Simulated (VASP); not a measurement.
## AsAu (zincblende type): electric field gradients with PBE

AsAu (zincblende type):

```xyz
2
Lattice="0.0000 2.9776 2.9776 2.9776 0.0000 2.9776 2.9776 2.9776 0.0000" Properties=species:S:1:pos:R:3 pbc="T T T"
Au    0.0000    0.0000    0.0000
As    1.4888    1.4888    1.4888
```

- Program: VASP 6.6.1
- Task: electric field gradients
- Functional: PBE
- Potentials or basis: VASP PAW PBE potentials, release 64 (Au, As)
- Cutoff: 520 eV
- k mesh: 11 × 11 × 11
- Occupations: fermi-dirac, width 0.08 eV
- Spin: no spin polarisation
- Dipole correction: no
- Further INCAR settings: ALGO = Normal; EDIFF = 1e-08; NBANDS = 15

* Pressure: -3.6 GPa
* Band gap on the k mesh: zero (bands 8 and 9 overlap by 3.28 eV)
* Largest electric field gradient by atom: zero within the noise of the run

Levels at points of the mesh, in eV from the Fermi level:
```tsv
k point	band 6	band 7	band 8	band 9	band 10	band 11
(0.00, 0.00, 0.00)	-4.00	1.34	2.40	2.40	2.40	6.37
```

Run time: 54 s on 1 thread of Intel Xeon 8259CL, with other jobs on the host, peak memory 0.2 GiB.

Caveat: the cell stands under tension; spin-orbit coupling is left out, which moves the levels of the heavy elements.
